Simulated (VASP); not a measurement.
# Cr (Im-3m) in VASP: further runs

The runs below take Cr through electric field gradients, with LDA.

Program: VASP 6.6.1. These are calculated values, not measurements. Logs are shortened: lines on timing, memory, paths and dates and some standing lists are left out, and cuts for length are marked.

### Step 1. The cell of the first run

Symmetry: Im-3m, No. 229, cubic system. The conventional cell has a = 2.893 Å, b = 2.893 Å, c = 2.893 Å, α = 90.00°, β = 90.00°, γ = 90.00°. Cr (site symmetry m-3m) has 14 Cr at 2.51 to 2.89 Å within 3.3 Å.

### Step 2. Electric field gradients, LDA, collinear spin, ferromagnetic start (12.11 Å³/atom)

INCAR

```
SYSTEM = Cr
  PREC = Accurate
  ENCUT = 520
  EDIFF = 1E-8
  ISMEAR = -1
  SIGMA = 0.08
  LREAL = .False.
  LASPH = .True.
  NELM = 150
  ALGO = Normal
  ISIF = 2
  LWAVE = .False.
  LCHARG = .False.
  ISPIN = 2
  MAGMOM = 3
  LORBIT = 11
  LMAXMIX = 4
  GGA = CA
  LEFG = .True.
  NBANDS = 16
```

KPOINTS

```
regular mesh
0
Gamma
  18 18 18
  0 0 0
```

POSCAR

```
Cr
1.0
   -1.4467405668      1.4467405668      1.4467405668
    1.4467405668     -1.4467405668      1.4467405668
    1.4467405668      1.4467405668     -1.4467405668
Cr
1
Direct
    0.0000000000      0.0000000000      0.0000000000
```

Potentials or basis: VASP PAW LDA potentials, release 64 (Cr_pv).

Command:

```bash
cat potpaw_LDA.64/Cr_pv/POTCAR > POTCAR
mpirun -np 1 vasp_std > vasp.out
```

OUTCAR:

```text
SYSTEM = Cr
   PREC = Accurate
   ENCUT = 520
   EDIFF = 1E-8
   ISMEAR = -1
   LREAL = .False.
   LASPH = .True.
   NELM = 150
   ISIF = 2
   ISPIN = 2
   LORBIT = 11
   GGA = CA

 ion  position               nearest neighbor table
   1  0.000  0.000  0.000-

  LATTYP: Found a body centered cubic cell.
 ALAT       =     2.8934811336

  Lattice vectors:

 A1 = (  -1.4467405668,   1.4467405668,   1.4467405668)
 A2 = (   1.4467405668,  -1.4467405668,   1.4467405668)
 A3 = (   1.4467405668,   1.4467405668,  -1.4467405668)

Analysis of symmetry for initial positions (statically):
=====================================================================
 Subroutine PRICEL returns:
 Original cell was already a primitive cell.

 Routine SETGRP: Setting up the symmetry group for a
 body centered cubic supercell.

 Subroutine GETGRP returns: Found 48 space group operations
 (whereof 48 operations were pure point group operations)
 out of a pool of 48 trial point group operations.

The static configuration has the point symmetry O_h .

Analysis of symmetry for dynamics (positions and initial velocities):
=====================================================================
 Subroutine PRICEL returns:
 Original cell was already a primitive cell.

 Routine SETGRP: Setting up the symmetry group for a
 body centered cubic supercell.

 Subroutine GETGRP returns: Found 48 space group operations
 (whereof 48 operations were pure point group operations)
 out of a pool of 48 trial point group operations.

The dynamic configuration has the point symmetry O_h .

Analysis of structural, dynamic, and magnetic symmetry:
=====================================================================
 Subroutine PRICEL returns:
 Original cell was already a primitive cell.

 Routine SETGRP: Setting up the symmetry group for a
 body centered cubic supercell.

 Subroutine GETGRP returns: Found 48 space group operations
 (whereof 48 operations were pure point group operations)
 out of a pool of 48 trial point group operations.

The overall configuration has the point symmetry O_h .

 Subroutine INISYM returns: Found 48 space group operations
 (whereof 48 operations are pure point group operations),
 and found     1 'primitive' translations

----------------------------------------------------------------------------------------

                                     Primitive cell

  volume of cell :      12.1124

  direct lattice vectors                    reciprocal lattice vectors
    -1.446740567  1.446740567  1.446740567     0.000000000  0.345604465  0.345604465
     1.446740567 -1.446740567  1.446740567     0.345604465  0.000000000  0.345604465
     1.446740567  1.446740567 -1.446740567     0.345604465  0.345604465  0.000000000

  length of vectors
     2.505828167  2.505828167  2.505828167     0.488758522  0.488758522  0.488758522

  position of ions in fractional coordinates (direct lattice)
     0.000000000  0.000000000  0.000000000

  ion indices of the primitive-cell ions
   primitive index   ion index
                 1           1

----------------------------------------------------------------------------------------

 KPOINTS: regular mesh

Automatic generation of k-mesh.
 Grid dimensions read from file:
 generate k-points for:   18   18   18

 Generating k-lattice:

  Cartesian coordinates                     Fractional coordinates (reciprocal lattice)
     0.000000000  0.019200248  0.019200248     0.055555556  0.000000000  0.000000000
     0.019200248  0.000000000  0.019200248     0.000000000  0.055555556  0.000000000
     0.019200248  0.019200248  0.000000000     0.000000000  0.000000000  0.055555556

  Length of vectors
     0.027153251  0.027153251  0.027153251

[... 43 lines left out ...]
 SYSTEM =  Cr
   PREC   = accura    normal or accurate (medium, high low for compatibility)
   ISTART =      0    job   : 0-new  1-cont  2-samecut
   ICHARG =      2    charge: 1-file 2-atom 10-const
   ISPIN  =      2    spin polarized calculation?
   LNONCOLLINEAR =      F non collinear calculations
   LSORBIT =      F    spin-orbit coupling
   LASPH  =      T    aspherical Exc in radial PAW
   ENCUT  =  520.0 eV  38.22 Ry    6.18 a.u.   4.66  4.66  4.66*2*pi/ulx,y,z
   NELM   =    150;   NELMIN=  2; NELMDL= -5     # of ELM steps
   EDIFF  = 0.1E-07   stopping-criterion for ELM
   LREAL  =      F    real-space projection
   EDIFFG = 0.1E-06   stopping-criterion for IOM
   NSW    =      0    number of steps for IOM
   IBRION =     -1    ionic relax: 0-MD 1-quasi-New 2-CG
   NFREE  =      0    steps in history (QN), initial steepest desc. (CG)
   ISIF   =      2    stress and relaxation
   ISYM   =      2    0-nonsym 1-usesym 2-fastsym
   POTIM  = 0.5000    time-step for ionic-motion
   TEBEG  =    0.0;   TEEND  =   0.0 temperature during run
   PSTRESS=    0.0 pullay stress
   NELECT =      12.0000    total number of electrons
   NUPDOWN=      -1.0000    fix difference up-down
   EMIN   =  10.00;   EMAX   =-10.00  energy-range for DOS
   EFERMI =   0.00;   METHOD = LEGACY
   ISMEAR =    -1;   SIGMA  =   0.08  broadening in eV -4-tet -1-fermi 0-gaus
   EFERMI_NEDOS =   21; number of points for ismear=-14 and -15
   IALGO  =     38    algorithm
   IMIX   =      4    mixing-type and parameters
     AMIX     =   0.40;   BMIX     =  1.00
     AMIX_MAG =   1.60;   BMIX_MAG =  1.00
  volume/ion in A,a.u.               =      12.11        81.74
  Fermi-wavevector in a.u.,A,eV,Ry     =   1.632017  3.084064 36.238824  2.663478
  Thomas-Fermi vector in A             =   2.724057
   LORBIT       =     11    0 simple, 1 ext, 2 COOP (PROOUT), +10 PAW based schemes
   GGA     = CA    functional components
   LHFCALC =     F    Hartree Fock is set to
   AEXX    =    0.0000 exact exchange contribution
   IVDW    =     0    specifies the selected vdW correction
   LEPSILON=     F    determine dielectric tensor
   LRPA    =     F    only Hartree local field effects (RPA)
 spin polarized calculation
  energy-cutoff  :      520.00
  volume of cell :       12.11
 maximum number of plane-waves:       338
   NGX =  9   NGY =  9   NGZ =  9

 number of electron      11.9999993 magnetization       0.0005139

 number of electron      11.9999993 magnetization      -0.0000008

 Free energy of the ion-electron system (eV)
  ---------------------------------------------------
  ext. energy  EPLUGINS =         0.00000000
  ---------------------------------------------------
  free energy    TOTEN  =       -10.52058278 eV

  energy without entropy =      -10.50247837  energy(sigma->0) =      -10.51153057

 E-fermi :  10.1238     XC(G=0): -13.7258

 val. band max:       10.1193038437   @ k =  -0.2222   0.3333   0.1111
 cond. band min:      10.1350705163   @ k =  -0.3333   0.3333   0.2222
 fundamental gap:      0.0157666726
 Fermi energy:        10.1238323948

 spin component 1

 k-point     1 :       0.0000    0.0000    0.0000
  band No.  band energies     occupation
      1     -32.2760      1.00000
      2     -32.2760      1.00000
      3     -32.2760      1.00000
      4       2.5042      1.00000
      5       9.2597      0.99998
      6       9.2597      0.99998
[... 435 lines left out ...]
      5       7.8953      1.00000
      6       9.8026      0.98228
[... 8 lines left out ...]
     15      39.6329      0.00000
     16      40.4300      0.00000

 [... further k-points ...]

 spin component 2

 k-point     1 :       0.0000    0.0000    0.0000
  band No.  band energies     occupation
      1     -32.2760      1.00000
      2     -32.2760      1.00000
      3     -32.2760      1.00000
      4       2.5042      1.00000
      5       9.2597      0.99998
      6       9.2597      0.99998
[... 435 lines left out ...]
      5       7.8953      1.00000
      6       9.8026      0.98228
[... 8 lines left out ...]
     15      39.6329      0.00000
     16      40.4300      0.00000

 [... further k-points ...]

------------------------ aborting loop because EDIFF is reached ----------------------------------------

  FORCE on cell =-STRESS in cart. coord.  units (eV):
  Direction    XX          YY          ZZ          XY          YZ          ZX
  --------------------------------------------------------------------------------------
  -------------------------------------------------------------------------------------
  Total       -1.9875279     -1.9875279     -1.9875279     -0.0000000      0.0000000     -0.0000000
  in kB     -262.9007637   -262.9007637   -262.9007637     -0.0000000      0.0000000     -0.0000000
  external PRESSURE =    -262.9007637 kB  Pullay stress =       0.0000000 kB

 VOLUME and BASIS-vectors are now :
 -----------------------------------------------------------------------------
  energy-cutoff  :      520.00
  volume of cell :       12.11
      direct lattice vectors                 reciprocal lattice vectors
    -1.446740567  1.446740567  1.446740567     0.000000000  0.345604465  0.345604465
     1.446740567 -1.446740567  1.446740567     0.345604465  0.000000000  0.345604465
     1.446740567  1.446740567 -1.446740567     0.345604465  0.345604465  0.000000000

 POSITION                                       TOTAL-FORCE (eV/Angst)
 -----------------------------------------------------------------------------------
      0.00000      0.00000      0.00000         0.000000      0.000000     -0.000000
 -----------------------------------------------------------------------------------
    total drift:                                0.000000     -0.000000      0.000000

  FREE ENERGIE OF THE ION-ELECTRON SYSTEM (eV)
  ---------------------------------------------------
  free  energy   TOTEN  =       -10.5205827768 eV

  energy  without entropy=      -10.5024783726  energy(sigma->0) =      -10.51153057

 Electric field gradients (V/A^2)
---------------------------------------------------------------------
 ion       V_xx      V_yy      V_zz      V_xy      V_xz      V_yz
---------------------------------------------------------------------
   1       0.000    -0.000    -0.000    -0.002    -0.002    -0.002
---------------------------------------------------------------------

 Electric field gradients after diagonalization (V/A^2)
 (convention: |V_zz| > |V_xx| > |V_yy|)
----------------------------------------------------------------------
 ion       V_xx      V_yy      V_zz     asymmetry (V_yy - V_xx)/ V_zz
----------------------------------------------------------------------
   1       0.002     0.002    -0.004       0.000
----------------------------------------------------------------------

           NMR quadrupolar parameters

 Cq : quadrupolar parameter    Cq=e*Q*V_zz/h
 eta: asymmetry parameters     (V_yy - V_xx)/ V_zz
 Q  : nuclear electric quadrupole moment in mb (millibarn)
----------------------------------------------------------------------
 ion       Cq(MHz)       eta       Q (mb)
----------------------------------------------------------------------
   1      -0.000       0.000       1.000
----------------------------------------------------------------------

 total charge

# of ion       s       p       d       tot
------------------------------------------
    1        0.412   6.370   4.182  10.964

 magnetization (x)

# of ion       s       p       d       tot
------------------------------------------
    1        0.000  -0.000   0.000   0.000
```

It took 72 s on 1 thread of Intel Xeon 8259CL, shared host; peak memory 0.14 GiB.

Results:

* Free energy: -10.5206 eV
* Pressure: -26.3 GPa
* Band gap on the k mesh: zero (filled and empty bands overlap)
* Net moment: 0.00 μB per cell
* Largest electric field gradient by atom: zero within the noise of the run
* Valence electrons inside the program's atomic spheres: Cr 10.96

Caveat: the cell stands under tension; an empty level that is flat over the whole mesh can mark a ghost state of the potentials, or a narrow d or f band.

### Step 3. Electric field gradients, LDA, collinear spin, ferromagnetic start (12.11 Å³/atom)

INCAR

```
PREC = Accurate
ENCUT = 520
EDIFF = 1E-8
ISMEAR = -1
SIGMA = 0.08
LREAL = F
LASPH = T
NELM = 150
ALGO = Normal
ISIF = 2
LWAVE = F
LCHARG = F
ISPIN = 2
MAGMOM = 3
LORBIT = 11
LMAXMIX = 4
GGA = CA
LEFG = T
NBANDS = 16
```

KPOINTS

```
Automatic mesh
0
Gamma
  18 18 18
```

POSCAR is that of step 2.

Potentials or basis: VASP PAW LDA potentials, release 64 (Cr_pv).

Command:

```bash
cat potpaw_LDA.64/Cr_pv/POTCAR > POTCAR
mpirun -np 1 vasp_std > vasp.out
```

OUTCAR:

```text
PREC = Accurate
   ENCUT = 520
   EDIFF = 1E-8
   ISMEAR = -1
   LREAL = F
   LASPH = T
   NELM = 150
   ISIF = 2
   ISPIN = 2
   LORBIT = 11
   GGA = CA

 ion  position               nearest neighbor table
   1  0.000  0.000  0.000-

  LATTYP: Found a body centered cubic cell.
 ALAT       =     2.8934811336

  Lattice vectors:

 A1 = (  -1.4467405668,   1.4467405668,   1.4467405668)
 A2 = (   1.4467405668,  -1.4467405668,   1.4467405668)
 A3 = (   1.4467405668,   1.4467405668,  -1.4467405668)

Analysis of symmetry for initial positions (statically):
[... 1143 lines left out ...]

 Electric field gradients (V/A^2)
---------------------------------------------------------------------
 ion       V_xx      V_yy      V_zz      V_xy      V_xz      V_yz
---------------------------------------------------------------------
   1       0.000    -0.000    -0.000    -0.002    -0.002    -0.002
---------------------------------------------------------------------

 Electric field gradients after diagonalization (V/A^2)
 (convention: |V_zz| > |V_xx| > |V_yy|)
----------------------------------------------------------------------
 ion       V_xx      V_yy      V_zz     asymmetry (V_yy - V_xx)/ V_zz
----------------------------------------------------------------------
   1       0.002     0.002    -0.004       0.000
----------------------------------------------------------------------

           NMR quadrupolar parameters

 Cq : quadrupolar parameter    Cq=e*Q*V_zz/h
 eta: asymmetry parameters     (V_yy - V_xx)/ V_zz
 Q  : nuclear electric quadrupole moment in mb (millibarn)
----------------------------------------------------------------------
 ion       Cq(MHz)       eta       Q (mb)
----------------------------------------------------------------------
   1      -0.000       0.000       1.000
----------------------------------------------------------------------

 total charge

# of ion       s       p       d       tot
------------------------------------------
    1        0.412   6.370   4.182  10.964

 magnetization (x)

# of ion       s       p       d       tot
------------------------------------------
    1        0.000  -0.000   0.000   0.000
```

Run time: 72 s. Hardware: 1 thread of Intel Xeon 8259CL, shared host; peak memory 0.14 GiB.

Results:

```yaml
Free_energy: -10.5206 eV
Pressure: -26.3 GPa
Band_gap_on_the_k_mesh: zero (filled and empty bands overlap)
Net_moment: 0.00 μB per cell
Largest_electric_field_gradient_by_atom: zero within the noise of the run
Valence_electrons_inside_the_program's_atomic_spheres: Cr 10.96
```

Levels at points of the mesh, in eV from the Fermi level:
Spin up:
```csv
k point,band 4,band 5,band 6,band 7,band 8,band 9
"(0.00, 0.00, 0.00)",-7.62,-0.86,-0.86,-0.86,1.01,1.01
"(0.50, 0.00, 0.00)",-4.21,-2.31,1.02,1.09,1.32,2.67
"(0.50, 0.50, 0.50)",-4.07,-4.07,2.30,2.30,2.30,5.31
```
Spin down:
```
           k point  band 4  band 5  band 6  band 7  band 8  band 9
(0.00, 0.00, 0.00)   -7.62   -0.86   -0.86   -0.86    1.01    1.01
(0.50, 0.00, 0.00)   -4.21   -2.31    1.02    1.09    1.32    2.67
(0.50, 0.50, 0.50)   -4.07   -4.07    2.30    2.30    2.30    5.31
```

Caveat: the cell stands under tension; an empty level that is flat over the whole mesh can mark a ghost state of the potentials, or a narrow d or f band.
